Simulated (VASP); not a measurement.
# Al16BH3 in VASP: further runs, part 2 of 2

VASP 6.6.1. Earlier steps stand in the parts before.

**3. Single point, PBEsol**

INCAR

```
SYSTEM = Al16BH3
  PREC = Accurate
  ENCUT = 520
  EDIFF = 1E-7
  ISMEAR = 0
  SIGMA = 0.15
  LREAL = Auto
  LASPH = .True.
  NELM = 80
  ALGO = Normal
  ISIF = 2
  LWAVE = .False.
  LCHARG = .False.
  GGA = PS
  NBANDS = 43
```

KPOINTS

```
Automatic mesh
0
Gamma
  2 3 1
  0 0 0
```

POSCAR

```
Al16BH3
1.0
    8.1000000000      0.0000000000      0.0000000000
    0.0000000000      5.7275650000      0.0000000000
    0.0000000000      0.0000000000     17.2956740000
Al B H
16 1 3
Direct
    0.2500000000      0.2499999564      0.0578179260
    0.7500000000      0.2499999564      0.0578179260
    0.2500000000      0.7500000436      0.0578179260
    0.7500000000      0.7500000436      0.0578179260
    0.0024923457      0.0020025962      0.1316858771
    0.4999965432     -0.0000885193      0.1259366359
   -0.0004856790      0.5005221241      0.1309347644
    0.5000649383      0.5024962615      0.1284889505
    0.2603269136      0.2511445964      0.2210275818
    0.7483656790      0.2547794743      0.2135113671
    0.2451128395      0.7488210086      0.2098998859
    0.7571462963      0.7549236019      0.2100183549
   -0.0025238272      0.0006594425      0.2876036516
    0.5032603704     -0.0116354856      0.2822857323
   -0.0031708642      0.5051647602      0.2872890643
    0.5056444444      0.5348981635      0.2871783430
    0.3767143210      0.2632848340      0.3408067243
    0.5247366667      0.7703863684      0.3516888096
    0.2670328395      0.2701954495      0.3878976327
    0.5035709877      0.1774511507      0.3715399007
```

Potentials or basis: VASP PAW PBE potentials, release 64 (Al, B, H).

Launch:

```sh
$ cat potpaw_PBE.64/Al/POTCAR potpaw_PBE.64/B/POTCAR potpaw_PBE.64/H/POTCAR > POTCAR
$ mpirun -np 1 vasp_std > vasp.out
```

OUTCAR:

```text
SYSTEM = Al16BH3
   PREC = Accurate
   ENCUT = 520
   EDIFF = 1E-7
   ISMEAR = 0
   LREAL = Auto
   LASPH = .True.
   NELM = 80
   ISIF = 2
   GGA = PS

 ion  position               nearest neighbor table
   1  0.250  0.250  0.058-   6 2.75   5 2.77   8 2.77   7 2.79   9 2.82   3 2.86   3 2.86
   2  0.750  0.250  0.058-  10 2.69   6 2.75   8 2.77   7 2.78   5 2.80   4 2.86   4 2.86
   3  0.250  0.750  0.058-  11 2.63   6 2.75   8 2.76   5 2.78   7 2.79   1 2.86   1 2.86
   4  0.750  0.750  0.058-  12 2.63   6 2.75   8 2.76   7 2.78   5 2.81   2 2.86   2 2.86
   5  0.002  0.002  0.132-  13 2.70   1 2.77   3 2.78  12 2.79  11 2.79   2 2.80   4 2.81   7 2.86
                             7 2.87  10 2.89   9 2.96
   6  0.500  1.000  0.126-  14 2.71   3 2.75   4 2.75   1 2.75   2 2.75   8 2.85   8 2.88  12 2.90
                            11 2.91  10 2.91   9 2.92
   7  1.000  0.501  0.131-  15 2.70   4 2.78   2 2.78   3 2.79   1 2.79  11 2.80  12 2.80   5 2.86
                            10 2.86   5 2.87   9 2.99
   8  0.500  0.502  0.128-  16 2.75   4 2.76   3 2.76   2 2.77   1 2.77   6 2.85  10 2.87  11 2.87
                             6 2.88   9 2.90  12 2.90
   9  0.260  0.251  0.221-  17 2.28  14 2.69  16 2.81  13 2.81   1 2.82  15 2.83  11 2.86  11 2.89
                             8 2.90   6 2.92   5 2.96   7 2.99
[... 389 lines left out ...]
     38       2.6038      0.00000
     39       2.8307      0.00000
 [bands above 39 left out]

------------------------ aborting loop because EDIFF is reached ----------------------------------------

  FORCE on cell =-STRESS in cart. coord.  units (eV):
  Direction    XX          YY          ZZ          XY          YZ          ZX
  --------------------------------------------------------------------------------------
  -------------------------------------------------------------------------------------
  Total        4.7603114     -6.9434380     -0.0097284      0.2384002     -0.0021298     -0.0385280
  in kB        9.5050283    -13.8641295     -0.0194250      0.4760193     -0.0042526     -0.0769297
  external PRESSURE =      -1.4595087 kB  Pullay stress =       0.0000000 kB

 VOLUME and BASIS-vectors are now :
 -----------------------------------------------------------------------------
  energy-cutoff  :      520.00
  volume of cell :      802.40
      direct lattice vectors                 reciprocal lattice vectors
     8.100000000  0.000000000  0.000000000     0.123456790  0.000000000  0.000000000
     0.000000000  5.727565000  0.000000000     0.000000000  0.174594265  0.000000000
     0.000000000  0.000000000 17.295674000     0.000000000  0.000000000  0.057817926

 POSITION                                       TOTAL-FORCE (eV/Angst)
 -----------------------------------------------------------------------------------
      2.02500      1.43189      1.00000         0.187635      0.025314      0.375782
      6.07500      1.43189      1.00000        -0.136051      0.031149     -0.018618
      2.02500      4.29567      1.00000         0.134341     -0.026449     -0.174855
      6.07500      4.29567      1.00000        -0.181211     -0.025683     -0.208669
      0.02019      0.01147      2.27760         0.006385     -0.002083      0.005243
      4.04997      5.72706      2.17816        -0.006216      0.006543      0.011646
[... 12 lines left out ...]
      2.16297      1.54756      6.70895        -0.019564      0.001891      0.015998
      4.07893      1.01636      6.42603         0.017109      0.003851      0.005456
 -----------------------------------------------------------------------------------
    total drift:                                0.000924     -0.006158     -0.005771

  FREE ENERGIE OF THE ION-ELECTRON SYSTEM (eV)
  ---------------------------------------------------
  free  energy   TOTEN  =       -75.8698675844 eV

  energy  without entropy=      -75.8096197362  energy(sigma->0) =      -75.83974366
```

It took 12 min on 1 thread of Intel Xeon 8259CL, shared host; peak memory 0.79 GiB.

What came out:

| Item | Value |
| --- | --- |
| Free energy | -75.8699 eV |
| Largest force | 0.421 eV/Å |
| Band gap on the k mesh | 0.01 eV (least direct gap 0.26 eV) |

Forces on the atoms (eV/Å):
```
Al   0.188  0.025  0.376
Al  -0.136  0.031 -0.019
Al   0.134 -0.026 -0.175
Al  -0.181 -0.026 -0.209
Al   0.006 -0.002  0.005
Al  -0.006  0.007  0.012
Al   0.009  0.001  0.002
Al  -0.008 -0.004  0.002
Al  -0.004 -0.001 -0.012
Al   0.012 -0.005 -0.002
Al  -0.007 -0.007  0.003
Al   0.001 -0.001  0.010
Al   0.003  0.002 -0.003
Al  -0.007  0.002 -0.006
Al   0.000 -0.003 -0.010
Al   0.008  0.009  0.014
B   -0.016 -0.004 -0.016
H    0.007 -0.004  0.006
H   -0.020  0.002  0.016
H    0.017  0.004  0.005
```

Caveat: the smearing spreads over this small gap; there is no dipole correction, which matters where the two faces differ; the PAW data sets were made with another functional, which shifts forces and pressure a little.
